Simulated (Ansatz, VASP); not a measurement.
# One calculation of TaAs, two programs

```
CELL_PARAMETERS angstrom
0.00000 2.60345 2.60345
2.60345 0.00000 2.60345
2.60345 2.60345 0.00000
ATOMIC_POSITIONS crystal
Ta 0.50000 0.50000 0.50000
As 0.00000 0.00000 0.00000
```

Alike in both runs: task relaxation of cell and atoms; functional PBEsol; k mesh 14 × 14 × 14; occupations gaussian, width 0.1 eV; no spin polarisation.

```csv
,VASP,Ansatz
version,VASP 6.6.1,Ansatz 0.2.0
potentials or method,"VASP PAW PBE potentials, release 64 (Ta_pv, As), cutoff 500 eV","scalar-relativistic, plane waves, PAW"
valence electrons in the cell,16,28
```

|  | VASP | Ansatz | Ansatz less VASP |
| --- | --- | --- | --- |
| gap on the k mesh at the Fermi level, each at its own relaxed structure (eV) | none | none | - |
| relaxed volume (Å³/atom) | 17.69 | 17.63 | -0.065 |
| relaxed cell length with the largest relative difference (Å) | 3.685 | 3.681 | -0.0045 |

VASP's potentials were made for PBE, not for PBEsol. A gap of «none» marks a metal or a gap that the smearing closes. VASP's potentials hold 16 valence electrons a cell and Ansatz's 28, so a difference there can come from the potentials and not from the codes.

Spin-orbit coupling is off throughout. Noted on VASP's run: too few bands were computed for a metal, which touches its energy and stress.
